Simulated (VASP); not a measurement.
Set up this calculation in VASP 6.6.1, as the native input.

- Task: single point
- Functional: LDA
- Potentials or basis: VASP PAW LDA potentials, release 64 (O)
- Cutoff: 600 eV
- k mesh: 18 × 18 × 18
- Occupations: fermi-dirac, width 0.05 eV
- Spin: no spin polarisation
- Dipole correction: no
- Further INCAR settings: ALGO = Normal; EDIFF = 1e-06; NBANDS = 9

The structure of O lies in POSCAR:

```
O
1.0
    1.8736854775      0.0000000000      0.0000000000
    0.0000000000      1.8736854775      0.0000000000
    0.0000000000      0.0000000000      1.8736854775
O
1
Direct
    0.0000000000      0.0000000000      0.0000000000
```

These files were run (other wordings do the same):

INCAR

```
ALGO = Normal ; EDIFF = 1E-6
ENCUT = 600 ; GGA_COMPAT = False
ISIF = 2 ; ISMEAR = -1
LASPH = True ; LCHARG = True
LELF = True ; LREAL = False
LVHAR = True ; LWAVE = False
NBANDS = 9 ; NELM = 120
PREC = Accurate ; SIGMA = 0.05
```

KPOINTS

```
k-points
0
Gamma
  18 18 18
```

Potentials or basis: VASP PAW LDA potentials, release 64 (O).

Run with:

```bash
$ cat potpaw_LDA.64/O/POTCAR > POTCAR
$ mpirun -np 1 vasp_std > vasp.out
```

Results of the run:

The pressure is 30.0 GPa and the band gap on the k mesh is zero (bands 3 and 4 overlap by 7.14 eV).

Caveat: the cell stands under pressure.

It took 4.8 s on 1 thread of Intel(R) Xeon(R) Platinum 8259CL CPU @ 2.50GHz (Skylake/Cascade Lake), on a shared host, peak memory 0.11 GiB.
